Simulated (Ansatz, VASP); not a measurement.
Al in VASP and in Ansatz

```
CELL_PARAMETERS angstrom
2.89995 0.00000 0.00000
-1.44997 2.51143 0.00000
0.00000 0.00000 4.63732
ATOMIC_POSITIONS crystal
Al 0.66667 0.33333 0.75000
Al 0.33333 0.66667 0.25000
```

Change from the starting cell: strain +0.0175 x Voigt [1, 1, 0, 0, 0, 0], atoms carried along.

Alike in both runs: task single point; functional PBEsol; k mesh 24 × 24 × 14; occupations gaussian, width 0.15 eV; no spin polarisation.

|  | VASP | Ansatz |
| --- | --- | --- |
| version | VASP 6.6.1 | Ansatz 0.2.0 |
| potentials or method | VASP PAW PBE potentials, release 64 (Al), cutoff 520 eV | scalar-relativistic, plane waves, PAW |
| valence electrons in the cell | 6 | 6 |

Ansatz gave:

| Item | Value |
| --- | --- |
| gap on the k mesh at the Fermi level (eV) | none |
| pressure (GPa) | -2.5 |
| traceless stress, the component that is largest in VASP (GPa) | 1.19 |

**Question.** What did VASP give for the same quantities?

**Answer.** gap on the k mesh at the Fermi level (eV): none; pressure (GPa): -2.4; traceless stress, the component that is largest in VASP (GPa): 1.20.

VASP's potentials were made for PBE, not for PBEsol. A gap of «none» marks a metal or a gap that the smearing closes.
